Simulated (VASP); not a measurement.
The system is SiC.

```
Si C
1.0
     3.07569    0.00000    0.00000
    -1.53785    2.66363    0.00000
     0.00000    0.00000   10.07065
Si C
4 4
Direct
  0.00000 0.00000 0.18789
  0.00000 0.00000 0.68789
  0.33333 0.66667 0.43784
  0.66667 0.33333 0.93784
  0.00000 0.00000 0.00046
  0.00000 0.00000 0.50046
  0.33333 0.66667 0.24980
  0.66667 0.33333 0.74980
```

Base run:

```yaml
Program: VASP 6.6.1
Functional: revPBE
Potentials_or_basis: VASP PAW PBE potentials, release 64 (Si, C)
Cutoff: 520 eV
k_mesh: 10 × 10 × 3
Occupations: fermi-dirac, width 0.05 eV
Spin: no spin polarisation
```

Its results: band gap on the k mesh 2.23 eV (least direct gap 3.35 eV); pressure 6.0 GPa; largest force 0.009 eV/Å.

The run is repeated on the same cell with these changes: functional from revPBE to RPBE. What comes out?

Band gap on the k mesh 2.24 eV (least direct gap 3.35 eV); pressure 6.7 GPa; largest force 0.010 eV/Å.

Caveats: the cell stands under pressure; the PAW data sets were made with another functional, which shifts forces and pressure a little; an odd mesh through Γ misses points on the zone boundary, where band edges can lie.
